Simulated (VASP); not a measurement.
# Al12Cl in VASP: notebook

Runs on Al12Cl. Level: PBE. Tasks: single point.

Program: VASP 6.6.1. These are calculated values, not measurements. Logs are shortened: lines on timing, memory, paths and dates and some standing lists are left out, and cuts for length are marked.

## (1) The cell of the first run

The cell holds a slab with vacuum, 13 atoms: a = 5.714 Å, b = 5.714 Å, c = 20.101 Å, α = 90.00°, β = 90.00°, γ = 120.00°.

## (2) Single point, PBE

Input file INCAR:

```
SYSTEM = Al12Cl
ALGO = Normal
DIPOL = 0.5 0.5 0.331
EDIFF = 1E-6
ENCUT = 520
GGA = PE
IDIPOL = 3
ISIF = 2
ISMEAR = 0
LASPH = .TRUE.
LCHARG = .FALSE.
LDIPOL = .TRUE.
LREAL = .FALSE.
LWAVE = .FALSE.
NBANDS = 34
NELM = 100
PREC = Accurate
SIGMA = 0.1
```

Input file KPOINTS:

```
k-points
0
G
  6 6 1
  0 0 0
```

Input file POSCAR:

```
Al12Cl
1.0
    5.7135165838      0.0000000000      0.0000000000
   -2.8567582919      4.9480505065      0.0000000000
    0.0000000000      0.0000000000     20.1013781901
Al Cl
12 1
Direct
    0.3333333333      0.1666666667      0.1989913310
    0.3333333333      0.6666666667      0.1989913310
    0.8333333333      0.1666666667      0.1989913310
    0.8333333333      0.6666666667      0.1989913310
    0.1666666667      0.3333333333      0.3134471574
    0.1666666667      0.8333333333      0.3134471574
    0.6666666667      0.3333333333      0.3134471574
    0.6666666667      0.8333333333      0.3134471574
    0.0000000000      0.0000000000      0.4278999235
    0.0000000000      0.5000000000      0.4278999235
    0.5000000000      0.0000000000      0.4278999235
    0.5000000000      0.5000000000      0.4278999235
    0.0000000000      0.0000000000      0.5393350688
```

Potentials or basis: VASP PAW PBE potentials, release 64 (Al, Cl).

Run with:

```sh
> cat potpaw_PBE.64/Al/POTCAR potpaw_PBE.64/Cl/POTCAR > POTCAR
> mpirun -np 1 vasp_std > vasp.out
```

OUTCAR:

```text
SYSTEM = Al12Cl
   EDIFF = 1E-6
   ENCUT = 520
   GGA = PE
   ISIF = 2
   ISMEAR = 0
   LASPH = .TRUE.
   LREAL = .FALSE.
   NELM = 100
   PREC = Accurate

 ion  position               nearest neighbor table
   1  0.333  0.167  0.199-   5 2.83   6 2.83   7 2.83   4 2.86   2 2.86   2 2.86   4 2.86   3 2.86
                             3 2.86
   2  0.333  0.667  0.199-   6 2.83   5 2.83   8 2.83   3 2.86   1 2.86   1 2.86   3 2.86   4 2.86
                             4 2.86
   3  0.833  0.167  0.199-   7 2.83   8 2.83   5 2.83   4 2.86   2 2.86   4 2.86   2 2.86   1 2.86
                             1 2.86
   4  0.833  0.667  0.199-   8 2.83   7 2.83   6 2.83   3 2.86   1 2.86   3 2.86   1 2.86   2 2.86
                             2 2.86
   5  0.167  0.333  0.313-   9 2.83  12 2.83  10 2.83   1 2.83   2 2.83   3 2.83   8 2.86   6 2.86
                             6 2.86   8 2.86   7 2.86   7 2.86
   6  0.167  0.833  0.313-  10 2.83  11 2.83   9 2.83   2 2.83   1 2.83   4 2.83   7 2.86   5 2.86
                             5 2.86   7 2.86   8 2.86   8 2.86
   7  0.667  0.333  0.313-  11 2.83  10 2.83  12 2.83   3 2.83   4 2.83   1 2.83   8 2.86   6 2.86
                             8 2.86   6 2.86   5 2.86   5 2.86
   8  0.667  0.833  0.313-  12 2.83   9 2.83  11 2.83   4 2.83   3 2.83   2 2.83   7 2.86   5 2.86
                             7 2.86   5 2.86   6 2.86   6 2.86
   9  0.000  0.000  0.428-  13 2.24   5 2.83   8 2.83   6 2.83  12 2.86  10 2.86  10 2.86  12 2.86
                            11 2.86  11 2.86
  10  0.000  0.500  0.428-   6 2.83   7 2.83   5 2.83   9 2.86  11 2.86   9 2.86  11 2.86  12 2.86
                            12 2.86
  11  0.500  0.000  0.428-   7 2.83   6 2.83   8 2.83  10 2.86  12 2.86  12 2.86  10 2.86   9 2.86
                             9 2.86
  12  0.500  0.500  0.428-   8 2.83   5 2.83   7 2.83   9 2.86  11 2.86  11 2.86   9 2.86  10 2.86
                            10 2.86
  13  0.000  0.000  0.539-   9 2.24

  LATTYP: Found a hexagonal cell.
 ALAT       =     5.7135165838
 C/A-ratio  =     3.5182147274

  Lattice vectors:

 A1 = (   5.7135165838,   0.0000000000,   0.0000000000)
 A2 = (  -2.8567582919,   4.9480505065,   0.0000000000)
 A3 = (   0.0000000000,   0.0000000000,  20.1013781901)

Analysis of symmetry for initial positions (statically):
=====================================================================
 Subroutine PRICEL returns:
 Original cell was already a primitive cell.

 Routine SETGRP: Setting up the symmetry group for a
 hexagonal supercell.

 Subroutine GETGRP returns: Found  6 space group operations
 (whereof  6 operations were pure point group operations)
 out of a pool of 24 trial point group operations.

The static configuration has the point symmetry C_3v.

Analysis of symmetry for dynamics (positions and initial velocities):
=====================================================================
 Subroutine PRICEL returns:
 Original cell was already a primitive cell.

 Routine SETGRP: Setting up the symmetry group for a
 hexagonal supercell.

 Subroutine GETGRP returns: Found  6 space group operations
 (whereof  6 operations were pure point group operations)
 out of a pool of 24 trial point group operations.

The dynamic configuration has the point symmetry C_3v.

 Subroutine INISYM returns: Found  6 space group operations
 (whereof  6 operations are pure point group operations),
 and found     1 'primitive' translations

----------------------------------------------------------------------------------------

                                     Primitive cell

  volume of cell :     568.2814

  direct lattice vectors                    reciprocal lattice vectors
     5.713516584  0.000000000  0.000000000     0.175023558  0.101049898  0.000000000
    -2.856758292  4.948050506  0.000000000     0.000000000  0.202099796  0.000000000
     0.000000000  0.000000000 20.101378190     0.000000000  0.000000000  0.049747833

  length of vectors
     5.713516584  5.713516584 20.101378190     0.202099796  0.202099796  0.049747833

  position of ions in fractional coordinates (direct lattice)
     0.333333333  0.166666667  0.198991331
     0.333333333  0.666666667  0.198991331
     0.833333333  0.166666667  0.198991331
     0.833333333  0.666666667  0.198991331
     0.166666667  0.333333333  0.313447157
     0.166666667  0.833333333  0.313447157
     0.666666667  0.333333333  0.313447157
[... 45 lines left out ...]
 ===========================================

 Found      7 irreducible k-points:

 Following reciprocal coordinates:
            Coordinates               Weight
  0.000000  0.000000  0.000000      1.000000
  0.166667  0.000000  0.000000      6.000000
  0.333333  0.000000  0.000000      6.000000
  0.500000  0.000000  0.000000      3.000000
  0.166667  0.166667  0.000000      6.000000
  0.333333  0.166667  0.000000     12.000000
  0.333333  0.333333  0.000000      2.000000
   k-points           NKPTS =      7   k-points in BZ     NKDIM =      7   number of bands    NBANDS=     34
   number of dos      NEDOS =    301   number of ions     NIONS =     13
   total plane-waves  NPLWV = 264600
   dimension x,y,z NGX =    42 NGY =   42 NGZ =  150
   dimension x,y,z NGXF=    84 NGYF=   84 NGZF=  300
   ions per type =              12   1
   NGX,Y,Z   is equivalent  to a cutoff of  12.22, 12.22, 12.41 a.u.
   NGXF,Y,Z  is equivalent  to a cutoff of  24.44, 24.44, 24.81 a.u.
 SYSTEM =  Al12Cl
   PREC   = accura    normal or accurate (medium, high low for compatibility)
   ISTART =      0    job   : 0-new  1-cont  2-samecut
   ICHARG =      2    charge: 1-file 2-atom 10-const
   ISPIN  =      1    spin polarized calculation?
   LNONCOLLINEAR =      F non collinear calculations
   LSORBIT =      F    spin-orbit coupling
   LASPH  =      T    aspherical Exc in radial PAW
   ENCUT  =  520.0 eV  38.22 Ry    6.18 a.u.  10.62 10.62 37.38*2*pi/ulx,y,z
   NELM   =    100;   NELMIN=  2; NELMDL= -5     # of ELM steps
   EDIFF  = 0.1E-05   stopping-criterion for ELM
   LREAL  =      F    real-space projection
   EDIFFG = 0.1E-04   stopping-criterion for IOM
   NSW    =      0    number of steps for IOM
   IBRION =     -1    ionic relax: 0-MD 1-quasi-New 2-CG
   NFREE  =      0    steps in history (QN), initial steepest desc. (CG)
   ISIF   =      2    stress and relaxation
   ISYM   =      2    0-nonsym 1-usesym 2-fastsym
   POTIM  = 0.5000    time-step for ionic-motion
   TEBEG  =    0.0;   TEEND  =   0.0 temperature during run
   PSTRESS=    0.0 pullay stress
   NELECT =      43.0000    total number of electrons
   NUPDOWN=      -1.0000    fix difference up-down
   EMIN   =  10.00;   EMAX   =-10.00  energy-range for DOS
   EFERMI =   0.00;   METHOD = LEGACY
   ISMEAR =     0;   SIGMA  =   0.10  broadening in eV -4-tet -1-fermi 0-gaus
   EFERMI_NEDOS =   21; number of points for ismear=-14 and -15
   IALGO  =     38    algorithm
   IMIX   =      4    mixing-type and parameters
     AMIX     =   0.40;   BMIX     =  1.00
     AMIX_MAG =   1.60;   BMIX_MAG =  1.00
  volume/ion in A,a.u.               =      43.71       295.00
  Fermi-wavevector in a.u.,A,eV,Ry     =   0.692431  1.308505  6.523459  0.479461
  Thomas-Fermi vector in A             =   1.774362
   LORBIT       =      0    0 simple, 1 ext, 2 COOP (PROOUT), +10 PAW based schemes
   GGA     = PE    functional components
   LHFCALC =     F    Hartree Fock is set to
   AEXX    =    0.0000 exact exchange contribution
   IVDW    =     0    specifies the selected vdW correction
   LEPSILON=     F    determine dielectric tensor
   LRPA    =     F    only Hartree local field effects (RPA)
 non-spin polarized calculation
 Gauss-broadening in eV      SIGMA  =   0.10
  energy-cutoff  :      520.00
  volume of cell :      568.28
 maximum number of plane-waves:     15351
   NGX = 21   NGY = 21   NGZ = 75

 dipolmoment           0.000000      0.000000     -0.143132 electrons x Angstroem

 number of electron      43.0000001 magnetization

 dipolmoment           0.000000      0.000000      0.217238 electrons x Angstroem

 Free energy of the ion-electron system (eV)
  ---------------------------------------------------
  ext. energy  EPLUGINS =         0.00000000
  ---------------------------------------------------
  free energy    TOTEN  =       -45.71100354 eV

  energy without entropy =      -45.66978613  energy(sigma->0) =      -45.69039484

 E-fermi :   0.1671     XC(G=0):  -4.7771

 val. band max:        0.1574273959   @ k =   0.3333   0.1667   0.0000
 cond. band min:       0.2420909192   @ k =   0.1667   0.1667   0.0000
 fundamental gap:      0.0846635232
 Fermi energy:         0.1670747920

 k-point     1 :       0.0000    0.0000    0.0000
  band No.  band energies     occupation
      1     -15.0257      2.00000
      2     -10.4650      2.00000
      3      -8.7485      2.00000
      4      -6.1311      2.00000
      5      -4.7738      2.00000
      6      -4.6376      2.00000
[... 241 lines left out ...]
     32       3.5092      0.00000
     33       3.5527      0.00000
 [bands above 33 left out]

------------------------ aborting loop because EDIFF is reached ----------------------------------------

 vacuum level on the upper side and lower side of the slab       (xc-potential included)         0.583        -0.695

  FORCE on cell =-STRESS in cart. coord.  units (eV):
  Direction    XX          YY          ZZ          XY          YZ          ZX
  --------------------------------------------------------------------------------------
  -------------------------------------------------------------------------------------
  Total       -2.4257178     -2.4257178      0.5368261      0.0000000      0.0000000      0.0000000
  in kB       -6.8389182     -6.8389182      1.5134941      0.0000000      0.0000000      0.0000000
  external PRESSURE =      -4.0547808 kB  Pullay stress =       0.0000000 kB

 VOLUME and BASIS-vectors are now :
 -----------------------------------------------------------------------------
  energy-cutoff  :      520.00
  volume of cell :      568.28
      direct lattice vectors                 reciprocal lattice vectors
     5.713516584  0.000000000  0.000000000     0.175023558  0.101049898  0.000000000
    -2.856758292  4.948050506  0.000000000     0.000000000  0.202099796  0.000000000
     0.000000000  0.000000000 20.101378190     0.000000000  0.000000000  0.049747833

 POSITION                                       TOTAL-FORCE (eV/Angst)
 -----------------------------------------------------------------------------------
      1.42838      0.82468      4.00000         0.043973      0.025388     -0.051922
     -0.00000      3.29870      4.00000        -0.000000      0.000000     -0.031754
      4.28514      0.82468      4.00000        -0.043973      0.025388     -0.051922
      2.85676      3.29870      4.00000        -0.000000     -0.050775     -0.051922
      0.00000      1.64935      6.30072        -0.000000      0.102115      0.069760
     -1.42838      4.12338      6.30072         0.088434     -0.051057      0.069760
      2.85676      1.64935      6.30072        -0.000000      0.000000     -0.093569
      1.42838      4.12338      6.30072        -0.088434     -0.051057      0.069760
      0.00000      0.00000      8.60138         0.000000      0.000000      0.723465
     -1.42838      2.47403      8.60138        -0.040376     -0.023311     -0.210267
      2.85676      0.00000      8.60138        -0.000000      0.046622     -0.210267
      1.42838      2.47403      8.60138         0.040376     -0.023311     -0.210267
      0.00000      0.00000     10.84138         0.000000      0.000000     -0.020855
 -----------------------------------------------------------------------------------
    total drift:                                0.000000     -0.000000      0.000177

  FREE ENERGIE OF THE ION-ELECTRON SYSTEM (eV)
  ---------------------------------------------------
  free  energy   TOTEN  =       -45.7110035418 eV

  energy  without entropy=      -45.6697861336  energy(sigma->0) =      -45.69039484

 vacuum level on the upper side and lower side of the slab         5.410         4.077
```

It took 3.8 min on 1 thread of Intel Xeon Platinum 8488C (Sapphire Rapids), shared host; peak memory 0.61 GiB.

Results:

- Free energy: -45.7110 eV
- Largest force: 0.723 eV/Å
- Band gap on the k mesh: zero (an odd number of electrons rules out a gap without spin polarisation)

Forces on the atoms (eV/Å):
```
Al   0.044  0.025 -0.052
Al   0.000  0.000 -0.032
Al  -0.044  0.025 -0.052
Al   0.000 -0.051 -0.052
Al   0.000  0.102  0.070
Al   0.088 -0.051  0.070
Al   0.000  0.000 -0.094
Al  -0.088 -0.051  0.070
Al   0.000  0.000  0.723
Al  -0.040 -0.023 -0.210
Al   0.000  0.047 -0.210
Al   0.040 -0.023 -0.210
Cl   0.000  0.000 -0.021
```

Caveat: an odd number of electrons without spin polarisation forces a metal; a magnetic or distorted state may lie lower.

## (3) Single point, PBE

INCAR, as its differences from that of step 2:

```diff
@@ -2,4 +2,4 @@
 ALGO = Normal
-DIPOL = 0.5 0.5 0.331
-EDIFF = 1E-6
+DIPOL = 0.5 0.5 0.330
+EDIFF = 1E-7
 ENCUT = 520
@@ -15,3 +15,3 @@
 NBANDS = 34
-NELM = 100
+NELM = 60
 PREC = Accurate
```

KPOINTS is that of step 2.

POSCAR, as its differences from that of step 2:

```diff
@@ -20,2 +20,2 @@
     0.5000000000      0.5000000000      0.4278999235
-    0.0000000000      0.0000000000      0.5393350688
+    0.1666666667      0.3333333333      0.5322703600
```

Potentials or basis: VASP PAW PBE potentials, release 64 (Al, Cl).

Run with:

```sh
> cat potpaw_PBE.64/Al/POTCAR potpaw_PBE.64/Cl/POTCAR > POTCAR
> mpirun -np 1 vasp_std > vasp.out
```

Wall time 4.8 min (1 thread of Intel Xeon Platinum 8488C (Sapphire Rapids), shared host); peak memory 0.59 GiB.

It converged, with:

```yaml
Free_energy: -45.5543 eV
Largest_force: 0.284 eV/Å
Band_gap_on_the_k_mesh: zero (an odd number of electrons rules out a gap without spin polarisation)
```

Forces on the atoms (eV/Å):
```
Al   0.118 -0.068 -0.041
Al   0.000  0.136 -0.041
Al  -0.118 -0.068 -0.041
Al   0.000  0.000 -0.111
Al   0.000  0.000  0.282
Al  -0.022 -0.013 -0.090
Al   0.000  0.025 -0.090
Al   0.022 -0.013 -0.090
Al   0.000 -0.183  0.169
Al  -0.158  0.091  0.169
Al   0.000  0.000 -0.284
Al   0.158  0.091  0.169
Cl   0.000  0.000 -0.002
```

Levels at points of the mesh, in eV from the Fermi level:
```csv
k point,band 20,band 21,band 22,band 23,band 24,band 25
"(0.00, 0.00, 0.00)",-2.24,-0.43,-0.26,-0.26,-0.09,-0.09
"(0.50, 0.00, 0.00)",-0.52,-0.29,-0.21,0.85,0.93,1.42
```

Caveat: an odd number of electrons without spin polarisation forces a metal; a magnetic or distorted state may lie lower.

## (4) Single point, PBE

Input file INCAR:

```
ALGO = Normal
DIPOL = 0.5 0.5 0.330
EDIFF = 1E-7
ENCUT = 520
GGA = PE
IDIPOL = 3
ISIF = 2
ISMEAR = 0
LASPH = True
LCHARG = True
LDIPOL = True
LELF = True
LREAL = False
LVACPOTAV = True
LVHAR = True
LWAVE = False
NBANDS = 34
NELM = 100
PREC = Accurate
SIGMA = 0.1
```

Input file KPOINTS:

```
k-points
0
Gamma
  6 6 1
```

POSCAR, as its differences from that of step 3:

```diff
@@ -20,2 +20,2 @@
     0.5000000000      0.5000000000      0.4278999235
-    0.1666666667      0.3333333333      0.5322703600
+    0.3333333333      0.1666666667      0.5301415689
```

Run with:

```sh
> cat potpaw_PBE.64/Al/POTCAR potpaw_PBE.64/Cl/POTCAR > POTCAR
> mpirun -np 1 vasp_std > vasp.out
```

It took 4 min on 1 thread of Intel Xeon Platinum 8488C (Sapphire Rapids), shared host; peak memory 0.61 GiB.

It converged, with:

```yaml
Free_energy: -45.6255 eV
Largest_force: 0.406 eV/Å
Band_gap_on_the_k_mesh: zero (an odd number of electrons rules out a gap without spin polarisation)
```

Forces on the atoms (eV/Å):
```
Al   0.000  0.000  0.061
Al  -0.032 -0.019 -0.083
Al   0.000  0.037 -0.083
Al   0.032 -0.019 -0.083
Al  -0.031  0.018  0.113
Al   0.000 -0.036  0.113
Al   0.031  0.018  0.113
Al   0.000  0.000 -0.163
Al  -0.346 -0.200  0.076
Al   0.000  0.000 -0.229
Al   0.346 -0.200  0.076
Al   0.000  0.399  0.076
Cl   0.000  0.000  0.012
```

Levels at points of the mesh, in eV from the Fermi level:
| k point | band 18 | band 19 | band 20 | band 21 | band 22 | band 23 | band 24 | band 25 | band 26 | band 27 |
| --- | --- | --- | --- | --- | --- | --- | --- | --- | --- | --- |
| (0.00, 0.00, 0.00) | -2.74 | -2.74 | -2.05 | -0.43 | -0.43 | -0.26 | 0.00 | 0.08 | 0.08 | 0.93 |
| (0.50, 0.00, 0.00) | -0.94 | -0.58 | -0.49 | -0.30 | -0.08 | 0.83 | 0.94 | 1.33 | 1.44 | 1.53 |

Caveat: an odd number of electrons without spin polarisation forces a metal; a magnetic or distorted state may lie lower.

## (5) Overview

```csv
cell,gap on the mesh (eV),largest force (eV/Å)
"as given, atomic positions A",none,0.72
"as given, atomic positions B",none,0.28
"as given, atomic positions C",none,0.41
```

Alike in all rows: task single point; level PBE; potentials or basis VASP PAW PBE potentials, release 64 (Al, Cl); no spin polarisation; k mesh 6 × 6 × 1; cutoff (eV) 520; smearing gaussian 0.1 eV.

Caveats: an odd number of electrons without spin polarisation forces a metal; a magnetic or distorted state may lie lower.

Absolute energies hang on the potentials; compare differences alone.
